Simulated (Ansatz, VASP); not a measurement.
## One calculation of Ir3O2, two programs

```xyz
5
Lattice="3.6700 0.0000 0.0000 -1.8350 3.1783 0.0000 0.0000 0.0000 5.6268" Properties=species:S:1:pos:R:3 pbc="T T T"
Ir    0.0000    0.0000    0.0000
Ir    0.0000    2.1189    4.2054
Ir    1.8350    1.0594    1.4214
O     0.0000    2.1189    2.1930
O     1.8350    1.0594    3.4339
```

Alike in both runs: functional PBE; k mesh 12 × 12 × 8; occupations gaussian, width 0.1 eV; no spin polarisation.

Ansatz relaxed the structure, and its values are those at the end. VASP's run is a single point on that final structure, the one shown.

|  | VASP | Ansatz |
| --- | --- | --- |
| version | VASP 6.6.1 | Ansatz 0.2.0 |
| potentials or method | VASP PAW PBE potentials, release 64 (Ir, O), cutoff 520 eV | scalar-relativistic, plane waves, PAW |
| valence electrons in the cell | 39 | 63 |

Ansatz gave:

* gap on the k mesh at the Fermi level (eV): none
* pressure (GPa): 0.0
* rms of the force components (eV/Å): 0.000

Question: What did VASP give for the same quantities?

Answer: gap on the k mesh at the Fermi level (eV): none; pressure (GPa): 0.6; rms of the force components (eV/Å): 0.071.

A gap of «none» marks a metal or a gap that the smearing closes. VASP's potentials hold 39 valence electrons a cell and Ansatz's 63, so a difference there can come from the potentials and not from the codes.

Spin-orbit coupling is off throughout.
